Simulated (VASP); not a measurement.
A run of VASP 6.6.1:

INCAR

```
PREC = Accurate
ENCUT = 520
EDIFF = 1E-6
ISMEAR = 0
SIGMA = 0.016
LREAL = False
LASPH = True
NELM = 60
ALGO = Normal
ISIF = 2
LWAVE = False
LCHARG = False
GGA = PE
NBANDS = 16
```

File KPOINTS:

```
regular mesh
0
Gamma
  10 10 8
```

File POSCAR:

```
ZrB2
1.0
    3.1700000000      0.0000000000      0.0000000000
   -1.5850000000      2.7453005300      0.0000000000
    0.0000000000      0.0000000000      3.5330000000
Zr B
1 2
Direct
    0.0000000000      0.0000000000      0.0000000000
    0.6666666667      0.3333333333      0.5000000000
    0.3333333333      0.6666666667      0.5000000000
```

Potentials or basis: VASP PAW PBE potentials, release 64 (Zr_sv, B).

Launch:

```bash
$ cat potpaw_PBE.64/Zr_sv/POTCAR potpaw_PBE.64/B/POTCAR > POTCAR
$ mpirun -np 1 vasp_std > vasp.out
```

Hardware: 1 thread of Intel Xeon 8259CL, with other jobs on the host.

Problem. How long does it take, and how much memory?

Solution. It took 27 s on 1 thread of Intel Xeon 8259CL, with other jobs on the host, peak memory 0.16 GiB. Counts: scf iterations 13, k points 70.
